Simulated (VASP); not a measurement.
# Mo (P6/mmm) in VASP: a series of runs, part 2 of 2

VASP 6.6.1. The steps go on from the part before.

### Step 4. Single point, PBEsol

This run uses another cell than the first one, of 16.48 Å³/atom, 0.995 times its volume.

Contents of INCAR:

```
SYSTEM = Mo
PREC = Accurate
ENCUT = 520
EDIFF = 1E-6
ISMEAR = -1
SIGMA = 0.15
LREAL = .FALSE.
LASPH = .TRUE.
NELM = 60
ALGO = Normal
ISIF = 2
LWAVE = .FALSE.
LCHARG = .TRUE.
GGA = PS
LELF = .TRUE.
LVHAR = .TRUE.
NBANDS = 13
```

Contents of KPOINTS:

```
Automatic mesh
0
G
  8 8 8
  0 0 0
```

Contents of POSCAR:

```
Mo
1.0
    2.7309431968      0.0000000000      0.0000000000
   -1.3654765901      2.3650650344      0.0000000000
    0.0000000000      0.0000000000      2.5509142492
Mo
1
Direct
    0.0000000000      0.0000000000      0.5000000000
```

Potentials or basis: VASP PAW PBE potentials, release 64 (Mo_sv).

Started as:

```sh
$ cat potpaw_PBE.64/Mo_sv/POTCAR > POTCAR
$ mpirun -np 1 vasp_std > vasp.out
```

OUTCAR:

```text
SYSTEM = Mo
   PREC = Accurate
   ENCUT = 520
   EDIFF = 1E-6
   ISMEAR = -1
   LREAL = .FALSE.
   LASPH = .TRUE.
   NELM = 60
   ISIF = 2
   GGA = PS

 ion  position               nearest neighbor table
   1  0.000  0.000  0.500-

  LATTYP: Found a hexagonal cell.
 ALAT       =     2.7309431968
 C/A-ratio  =     0.9340781061

  Lattice vectors:

 A1 = (   2.7309431968,   0.0000000000,   0.0000000000)
 A2 = (  -1.3654765901,   2.3650650344,   0.0000000000)
 A3 = (   0.0000000000,   0.0000000000,   2.5509142492)

Analysis of symmetry for initial positions (statically):
=====================================================================
 Subroutine PRICEL returns:
 Original cell was already a primitive cell.

 Routine SETGRP: Setting up the symmetry group for a
 hexagonal supercell.

 Subroutine GETGRP returns: Found 24 space group operations
 (whereof 24 operations were pure point group operations)
 out of a pool of 24 trial point group operations.

The static configuration has the point symmetry D_6h.

Analysis of symmetry for dynamics (positions and initial velocities):
=====================================================================
 Subroutine PRICEL returns:
 Original cell was already a primitive cell.

 Routine SETGRP: Setting up the symmetry group for a
 hexagonal supercell.

 Subroutine GETGRP returns: Found 24 space group operations
 (whereof 24 operations were pure point group operations)
 out of a pool of 24 trial point group operations.

The dynamic configuration has the point symmetry D_6h.

 Subroutine INISYM returns: Found 24 space group operations
 (whereof 24 operations are pure point group operations),
 and found     1 'primitive' translations

----------------------------------------------------------------------------------------

                                     Primitive cell

  volume of cell :      16.4760

  direct lattice vectors                    reciprocal lattice vectors
     2.730943197  0.000000000  0.000000000     0.366173856  0.211411450  0.000000000
    -1.365476590  2.365065034  0.000000000     0.000000000  0.422821354  0.000000000
     0.000000000  0.000000000  2.550914249     0.000000000  0.000000000  0.392016313

  length of vectors
     2.730943197  2.730944696  2.550914249     0.422821586  0.422821354  0.392016313

  position of ions in fractional coordinates (direct lattice)
     0.000000000  0.000000000  0.500000000

  ion indices of the primitive-cell ions
   primitive index   ion index
                 1           1

----------------------------------------------------------------------------------------

 KPOINTS: Automatic mesh

Automatic generation of k-mesh.
 Grid dimensions read from file:
 generate k-points for:    8    8    8

 Generating k-lattice:

  Cartesian coordinates                     Fractional coordinates (reciprocal lattice)
     0.045771732  0.026426431  0.000000000     0.125000000  0.000000000  0.000000000
     0.000000000  0.052852669  0.000000000     0.000000000  0.125000000  0.000000000
     0.000000000  0.000000000  0.049002039     0.000000000  0.000000000  0.125000000

  Length of vectors
     0.052852698  0.052852669  0.049002039

  Shift w.r.t. Gamma in fractional coordinates (k-lattice)
     0.000000000  0.000000000  0.000000000

 Subroutine IBZKPT returns following result:
 ===========================================

 Found     50 irreducible k-points:

 Following reciprocal coordinates:
            Coordinates               Weight
  0.000000  0.000000  0.000000      1.000000
  0.125000  0.000000  0.000000      6.000000
  0.250000  0.000000  0.000000      6.000000
  0.375000  0.000000  0.000000      6.000000
  0.500000  0.000000  0.000000      3.000000
  0.125000  0.125000  0.000000      6.000000
[... 16 lines left out ...]
  0.250000  0.000000  0.250000     12.000000
  0.375000  0.000000  0.250000     12.000000
 [... further k-points ...]
   k-points           NKPTS =     50   k-points in BZ     NKDIM =     50   number of bands    NBANDS=     13
   number of dos      NEDOS =    301   number of ions     NIONS =      1
   total plane-waves  NPLWV =   8000
   dimension x,y,z NGX =    20 NGY =   20 NGZ =   20
   dimension x,y,z NGXF=    40 NGYF=   40 NGZF=   40
   ions per type =               1
   NGX,Y,Z   is equivalent  to a cutoff of  12.17, 12.17, 13.03 a.u.
   NGXF,Y,Z  is equivalent  to a cutoff of  24.35, 24.35, 26.07 a.u.
 SYSTEM =  Mo
   PREC   = accura    normal or accurate (medium, high low for compatibility)
   ISTART =      0    job   : 0-new  1-cont  2-samecut
   ICHARG =      2    charge: 1-file 2-atom 10-const
   ISPIN  =      1    spin polarized calculation?
   LNONCOLLINEAR =      F non collinear calculations
   LSORBIT =      F    spin-orbit coupling
   LASPH  =      T    aspherical Exc in radial PAW
   ENCUT  =  520.0 eV  38.22 Ry    6.18 a.u.   5.08  5.08  4.74*2*pi/ulx,y,z
   NELM   =     60;   NELMIN=  2; NELMDL= -5     # of ELM steps
   EDIFF  = 0.1E-05   stopping-criterion for ELM
   LREAL  =      F    real-space projection
   EDIFFG = 0.1E-04   stopping-criterion for IOM
   NSW    =      0    number of steps for IOM
   IBRION =     -1    ionic relax: 0-MD 1-quasi-New 2-CG
   NFREE  =      0    steps in history (QN), initial steepest desc. (CG)
   ISIF   =      2    stress and relaxation
   ISYM   =      2    0-nonsym 1-usesym 2-fastsym
   POTIM  = 0.5000    time-step for ionic-motion
   TEBEG  =    0.0;   TEEND  =   0.0 temperature during run
   PSTRESS=    0.0 pullay stress
   NELECT =      14.0000    total number of electrons
   NUPDOWN=      -1.0000    fix difference up-down
   EMIN   =  10.00;   EMAX   =-10.00  energy-range for DOS
   EFERMI =   0.00;   METHOD = LEGACY
   ISMEAR =    -1;   SIGMA  =   0.15  broadening in eV -4-tet -1-fermi 0-gaus
   EFERMI_NEDOS =   21; number of points for ismear=-14 and -15
   IALGO  =     38    algorithm
   IMIX   =      4    mixing-type and parameters
     AMIX     =   0.40;   BMIX     =  1.00
     AMIX_MAG =   1.60;   BMIX_MAG =  1.00
  volume/ion in A,a.u.               =      16.48       111.19
  Fermi-wavevector in a.u.,A,eV,Ry     =   1.550602  2.930213 32.713388  2.404366
  Thomas-Fermi vector in A             =   2.655242
   LORBIT       =      0    0 simple, 1 ext, 2 COOP (PROOUT), +10 PAW based schemes
   GGA     = PS    functional components
   LHFCALC =     F    Hartree Fock is set to
   AEXX    =    0.0000 exact exchange contribution
   IVDW    =     0    specifies the selected vdW correction
   LEPSILON=     F    determine dielectric tensor
   LRPA    =     F    only Hartree local field effects (RPA)
 non-spin polarized calculation
  energy-cutoff  :      520.00
  volume of cell :       16.48
 maximum number of plane-waves:       454
   NGX = 11   NGY = 11   NGZ =  9

 number of electron      14.0000000 magnetization

 Free energy of the ion-electron system (eV)
  ---------------------------------------------------
  ext. energy  EPLUGINS =         0.00000000
  ---------------------------------------------------
  free energy    TOTEN  =       -10.85410115 eV

  energy without entropy =      -10.75924710  energy(sigma->0) =      -10.80667413

 E-fermi :  11.5568     XC(G=0): -13.1437

 val. band max:       11.5560945391   @ k =   0.1250   0.1250   0.5000
 cond. band min:      11.5676407638   @ k =   0.3750   0.0000   0.2500
 fundamental gap:      0.0115462248
 Fermi energy:        11.5568440861

 k-point     1 :       0.0000    0.0000    0.0000
  band No.  band energies     occupation
      1     -49.4275      2.00000
      2     -22.7103      2.00000
      3     -22.7103      2.00000
      4     -22.6756      2.00000
      5       4.6682      2.00000
      6       7.1499      2.00000
      7      10.6115      1.99634
      8      10.6116      1.99634
      9      15.6621      0.00000
     10      15.6622      0.00000
     11      24.5162      0.00000
     12      27.2871      0.00000
     13      32.0715      0.00000
[... 353 lines left out ...]
 k-point    24 :       0.3750    0.0000    0.2500
  band No.  band energies     occupation
      1     -49.1141      2.00000
      2     -23.8027      2.00000
      3     -23.3945      2.00000
      4     -22.9017      2.00000
      5       7.4143      2.00000
      6       8.2969      2.00000
      7      11.5676      0.96403
      8      12.7797      0.00058
      9      14.6401      0.00000
     10      15.1127      0.00000
     11      23.0302      0.00000
     12      27.6924      0.00000
     13      29.7675      0.00000

 [... further k-points ...]

------------------------ aborting loop because EDIFF is reached ----------------------------------------

  FORCE on cell =-STRESS in cart. coord.  units (eV):
  Direction    XX          YY          ZZ          XY          YZ          ZX
  --------------------------------------------------------------------------------------
  -------------------------------------------------------------------------------------
  Total        0.1490233      0.1490232     -0.8513194     -0.0000003     -0.0000000      0.0000000
  in kB       14.4914975     14.4914834    -82.7849692     -0.0000306     -0.0000000      0.0000000
  external PRESSURE =     -17.9339961 kB  Pullay stress =       0.0000000 kB

 VOLUME and BASIS-vectors are now :
 -----------------------------------------------------------------------------
  energy-cutoff  :      520.00
  volume of cell :       16.48
      direct lattice vectors                 reciprocal lattice vectors
     2.730943197  0.000000000  0.000000000     0.366173856  0.211411450  0.000000000
    -1.365476590  2.365065034  0.000000000     0.000000000  0.422821354  0.000000000
     0.000000000  0.000000000  2.550914249     0.000000000  0.000000000  0.392016313

 POSITION                                       TOTAL-FORCE (eV/Angst)
 -----------------------------------------------------------------------------------
      0.00000      0.00000      1.27546        -0.000000      0.000000      0.000000
 -----------------------------------------------------------------------------------
    total drift:                               -0.000000      0.000000     -0.000000

  FREE ENERGIE OF THE ION-ELECTRON SYSTEM (eV)
  ---------------------------------------------------
  free  energy   TOTEN  =       -10.8541011548 eV

  energy  without entropy=      -10.7592471045  energy(sigma->0) =      -10.80667413
```

stdout:

```text
POSCAR found type information on POSCAR Mo
 POSCAR found :  1 types and       1 ions
 scaLAPACK will be used
 -----------------------------------------------------------------------------
|                                                                             |
|                                                                             |
|     You enforced a specific xc type in the INCAR file but a different       |
|     I HOPE YOU KNOW WHAT YOU ARE DOING!                                     |
|                                                                             |
 -----------------------------------------------------------------------------

 LDA part: xc-table for (Slater+PW92), standard interpolation
 POSCAR, INCAR and KPOINTS ok, starting setup
 FFT: planning ... GRIDC
 FFT: planning ... GRID_SOFT
 FFT: planning ... GRID
 WAVECAR not read
 entering main loop
```

It took 13 s on 1 thread of Intel Xeon 8259CL, shared host; peak memory 0.13 GiB.

What came out:

```
Free energy            : -10.8541 eV
Pressure               : -1.8 GPa
Band gap on the k mesh : zero (band 7 reaches 12.49 eV, above the bottom of band 8 at 10.61 eV)
```

Stress tensor (GPa, compression positive):
```
 1.45  0.00  0.00
 0.00  1.45  0.00
 0.00  0.00 -8.28
```

Caveat: the PAW data sets were made with another functional, which shifts forces and pressure a little.

### Step 5. Overview

| cell | gap on the mesh (eV) | pressure (GPa) |
| --- | --- | --- |
| a = 2.736, b = 2.736, c = 2.555 Å, angles 90.0, 90.0, 120.0°, 1 atom | none | -2.8 |
| a = 2.740, b = 2.740, c = 2.559 Å, angles 90.0, 90.0, 120.0°, 1 atom | none | -3.8 |
| a = 2.731, b = 2.731, c = 2.551 Å, angles 90.0, 90.0, 120.0°, 1 atom | none | -1.8 |

Alike in all rows: task single point; level PBEsol; potentials or basis VASP PAW PBE potentials, release 64 (Mo_sv); no spin polarisation; k mesh 8 × 8 × 8; cutoff (eV) 520; smearing fermi-dirac 0.15 eV.

Caveats: the PAW data sets were made with another functional, which shifts forces and pressure a little.

Absolute energies hang on the potentials; compare differences alone.
